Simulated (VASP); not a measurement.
# Si2Ge (P6/mmm) in VASP: further runs, part 2 of 2

VASP 6.6.1.

## (3) Relaxation of cell and atoms, PBE

This run uses another cell than the first one, of 19.56 Å³/atom.

INCAR

```
SYSTEM = Si2Ge
ALGO = Normal
EDIFF = 1E-6
EDIFFG = -0.04
ENCUT = 600
GGA = PE
IBRION = 2
ISIF = 3
ISMEAR = 0
LASPH = .TRUE.
LCHARG = .FALSE.
LREAL = .FALSE.
LWAVE = .FALSE.
NELM = 60
NSW = 90
PREC = Accurate
SIGMA = 0.1
```

KPOINTS

```
k-points
0
G
  6 6 6
  0 0 0
```

POSCAR

```
Si2Ge
1.0
    4.7991889400      0.0000000000      0.0000000000
   -2.3995944700      4.1562195400      0.0000000000
    0.0000000000      0.0000000000      2.9419028200
Si Ge
2 1
Direct
    0.3333333300      0.6666666700      0.5000000000
    0.6666666700      0.3333333300      0.5000000000
    0.0000000000      0.0000000000      0.0000000000
```

Potentials or basis: VASP PAW PBE potentials, release 64 (Si, Ge_d).

Command:

```console
> cat potpaw_PBE.64/Si/POTCAR potpaw_PBE.64/Ge_d/POTCAR > POTCAR
> mpirun -np 1 vasp_std > vasp.out
```

OUTCAR:

```text
SYSTEM = Si2Ge
   EDIFF = 1E-6
   EDIFFG = -0.04
   ENCUT = 600
   GGA = PE
   IBRION = 2
   ISIF = 3
   ISMEAR = 0
   LASPH = .TRUE.
   LREAL = .FALSE.
   NELM = 60
   NSW = 90
   PREC = Accurate

 ion  position               nearest neighbor table
   1  0.333  0.667  0.500-   2 2.77   2 2.77   2 2.77
   2  0.667  0.333  0.500-   1 2.77   1 2.77   1 2.77
   3  0.000  0.000  0.000-

  LATTYP: Found a hexagonal cell.
 ALAT       =     4.7991889400
 C/A-ratio  =     0.6130000000

  Lattice vectors:

 A1 = (   4.7991889400,   0.0000000000,   0.0000000000)
 A2 = (  -2.3995944700,   4.1562195400,   0.0000000000)
 A3 = (   0.0000000000,   0.0000000000,   2.9419028200)

Analysis of symmetry for initial positions (statically):
=====================================================================
 Subroutine PRICEL returns:
 Original cell was already a primitive cell.

 Routine SETGRP: Setting up the symmetry group for a
 hexagonal supercell.

 Subroutine GETGRP returns: Found 24 space group operations
 (whereof 24 operations were pure point group operations)
 out of a pool of 24 trial point group operations.

The static configuration has the point symmetry D_6h.

Analysis of symmetry for dynamics (positions and initial velocities):
=====================================================================
 Subroutine PRICEL returns:
 Original cell was already a primitive cell.

 Routine SETGRP: Setting up the symmetry group for a
 hexagonal supercell.

 Subroutine GETGRP returns: Found 24 space group operations
 (whereof 24 operations were pure point group operations)
 out of a pool of 24 trial point group operations.

The dynamic configuration has the point symmetry D_6h.

[... 138 lines left out ...]
   NGX = 19   NGY = 19   NGZ = 11

--------------------------------------- Ionic step        1  -------------------------------------------

 number of electron      22.0000010 magnetization

 Free energy of the ion-electron system (eV)
  ---------------------------------------------------
  ext. energy  EPLUGINS =         0.00000000
  ---------------------------------------------------
  free energy    TOTEN  =       -13.61390590 eV

  energy without entropy =      -13.60796811  energy(sigma->0) =      -13.61093700

------------------------ aborting loop because EDIFF is reached ----------------------------------------

  FORCE on cell =-STRESS in cart. coord.  units (eV):
  Direction    XX          YY          ZZ          XY          YZ          ZX
  --------------------------------------------------------------------------------------
  -------------------------------------------------------------------------------------
  Total       -2.6545524     -2.6545524     -4.7578247      0.0000000     -0.0000000      0.0000000
  in kB      -72.4781731    -72.4781732   -129.9045521      0.0000000     -0.0000000      0.0000000
  external PRESSURE =     -91.6202995 kB  Pullay stress =       0.0000000 kB
[... 209 lines left out ...]
--------------------------------------- Ionic step        7  -------------------------------------------

 number of electron      21.9999993 magnetization

 Free energy of the ion-electron system (eV)
  ---------------------------------------------------
  ext. energy  EPLUGINS =         0.00000000
  ---------------------------------------------------
  free energy    TOTEN  =       -14.02377354 eV

  energy without entropy =      -14.01540760  energy(sigma->0) =      -14.01959057

 E-fermi :   8.6562     XC(G=0): -11.1384

 val. band max:        8.6222266404   @ k =   0.3333   0.1667   0.5000
 cond. band min:       8.6960500232   @ k =   0.3333   0.1667   0.3333
 fundamental gap:      0.0738233828
 Fermi energy:         8.6562304442

 k-point     1 :       0.0000    0.0000    0.0000
  band No.  band energies     occupation
      1     -16.5710      2.00000
      2     -16.4338      2.00000
      3     -16.4338      2.00000
      4     -16.3715      2.00000
      5     -16.3715      2.00000
      6      -5.2187      2.00000
      7       2.1791      2.00000
      8       3.0193      2.00000
      9       4.5291      2.00000
     10       4.5291      2.00000
     11       4.6198      2.00000
     12       4.6198      2.00000
     13      14.4049      0.00000
     14      16.1967      0.00000
[... 401 lines left out ...]
      2     -16.4745      2.00000
      3     -16.4203      2.00000
      4     -16.4193      2.00000
      5     -16.3050      2.00000
      6       0.8348      2.00000
      7       1.2288      2.00000
      8       3.7919      2.00000
      9       4.2608      2.00000
     10       6.3058      2.00000
     11       6.4147      2.00000
     12       6.9863      2.00000
     13       8.3850      1.99988
     14      11.9576      0.00000
     15      12.2819      0.00000

 [... further k-points ...]

------------------------ aborting loop because EDIFF is reached ----------------------------------------

  FORCE on cell =-STRESS in cart. coord.  units (eV):
  Direction    XX          YY          ZZ          XY          YZ          ZX
  --------------------------------------------------------------------------------------
  -------------------------------------------------------------------------------------
  Total        0.0230552      0.0230552     -0.0403703      0.0000000      0.0000000     -0.0000000
  in kB        0.7531593      0.7531593     -1.3188010      0.0000000      0.0000000     -0.0000000
  external PRESSURE =       0.0625058 kB  Pullay stress =       0.0000000 kB
[... 18 lines left out ...]
  FREE ENERGIE OF THE ION-ELECTRON SYSTEM (eV)
  ---------------------------------------------------
  free  energy   TOTEN  =       -14.0237735409 eV

  energy  without entropy=      -14.0154075958  energy(sigma->0) =      -14.01959057

 reached required accuracy - stopping structural energy minimisation
```

OSZICAR:

```text
N       E                     dE             d eps       ncg     rms          rms(c)
DAV:   1     0.108711086495E+03    0.10871E+03   -0.11888E+04   917   0.290E+03
DAV:   2    -0.993335581733E+00   -0.10970E+03   -0.10774E+03   917   0.539E+02
DAV:   3    -0.134134918827E+02   -0.12420E+02   -0.12204E+02  1113   0.107E+02
DAV:   4    -0.136798486927E+02   -0.26636E+00   -0.26598E+00  1008   0.157E+01
[... 55 lines left out ...]
DAV:   2    -0.140334913311E+02    0.27875E-01   -0.42462E-02  1071   0.443E+00    0.586E-01
DAV:   3    -0.140244034794E+02    0.90879E-02   -0.15322E-02  1009   0.233E+00    0.120E-01
DAV:   4    -0.140238543945E+02    0.54908E-03   -0.64220E-04  1071   0.440E-01    0.599E-02
DAV:   5    -0.140237736096E+02    0.80785E-04   -0.10623E-04  1072   0.172E-01    0.179E-02
DAV:   6    -0.140237735409E+02    0.68601E-07   -0.89308E-06   889   0.564E-02
   7 F= -.14023774E+02 E0= -.14019591E+02  d E =-.172407E-02
```

CONTCAR:

```text
Si2Ge
   1.00000000000000
     4.6369740203384957    0.0000000000000000    0.0000000000000000
    -2.3184870101692479    4.0157372986577382   -0.0000000000000000
    -0.0000000000000000   -0.0000000000000000    2.6338620502593915
  Si              Ge
     2     1
Direct
     0.3333333300000021    0.6666666699999979    0.5000000000000000
     0.6666666699999979    0.3333333300000021    0.5000000000000000
     1.0000000000000000    1.0000000000000000    1.0000000000000000

  0.00000000E+00  0.00000000E+00  0.00000000E+00
  0.00000000E+00  0.00000000E+00  0.00000000E+00
  0.00000000E+00  0.00000000E+00  0.00000000E+00
```

Wall time 3.4 min (1 thread of Intel Xeon 8259CL, shared host); peak memory 0.21 GiB.

Results:

- Free energy: -14.0238 eV
- Relaxed volume: 16.35 Å³/atom
- Relaxed cell: a = 4.637 Å, b = 4.637 Å, c = 2.634 Å, α = 90.00°, β = 90.00°, γ = 120.00°
- Space group after relaxing (to 0.1 Å): P6/mmm (No. 191)
- Energy gained by relaxing: 136.6 meV/atom
- Ionic steps: 7
- Pressure after relaxing: 0.0 GPa
- Band gap on the k mesh: zero (bands 11 and 12 overlap by 5.80 eV)

Step by step:
```csv
step,energy change (eV),largest force (eV/Å),pressure (GPa),volume (Å³)
1,0.0000,0.0000,-9.16,58.68
2,-0.3704,0.0000,-0.60,49.66
3,-0.3774,0.0000,0.70,48.64
4,-0.3775,0.0000,1.17,48.37
5,-0.4059,0.0000,1.06,48.26
6,-0.4081,0.0000,1.09,48.28
7,-0.4099,0.0000,0.01,49.04
```

Final structure:
```
Si Ge
1.0
     4.63697    0.00000    0.00000
    -2.31849    4.01574    0.00000
     0.00000    0.00000    2.63386
Si Ge
2 1
Direct
  0.33333 0.66667 0.50000
  0.66667 0.33333 0.50000
  0.00000 0.00000 0.00000
```

Caveat: the volume moved by over 15 % at a fixed basis, so the end points are rough.
